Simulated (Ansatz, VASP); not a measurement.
**BiTe: VASP beside Ansatz**

```xyz
2
Lattice="0.0000 3.2673 3.2350 3.2673 0.0000 3.2350 3.2673 3.2673 0.0000" Properties=species:S:1:pos:R:3 pbc="T T T"
Bi    0.0000    0.0000    0.0000
Te    3.2673    3.2673    3.2350
```

Change from the starting cell: strain +0.0100 x Voigt [1, 1, 0, 0, 0, 0], atoms carried along.

Alike in both runs: task single point; functional PBEsol; k mesh 14 × 14 × 14; no spin polarisation.

|  | VASP | Ansatz |
| --- | --- | --- |
| version | VASP 6.6.1 | Ansatz 0.2.0 |
| potentials or method | VASP PAW PBE potentials, release 64 (Bi_d, Te), cutoff 520 eV | scalar-relativistic, plane waves, PAW |
| occupations | methfessel-paxton of order 1, width 0.1 eV | cold, width 0.1 eV |
| valence electrons in the cell | 21 | 31 |

```csv
,VASP,Ansatz,Ansatz less VASP
gap on the k mesh at the Fermi level (eV),none,none,-
pressure (GPa),-2.6,-2.6,+0.02
"traceless stress, the component that is largest in VASP (GPa)",0.52,0.56,+0.038
```

VASP's potentials were made for PBE, not for PBEsol. A gap of «none» marks a metal or a gap that the smearing closes. VASP's potentials hold 21 valence electrons a cell and Ansatz's 31, so a difference there can come from the potentials and not from the codes.

Spin-orbit coupling is off throughout.
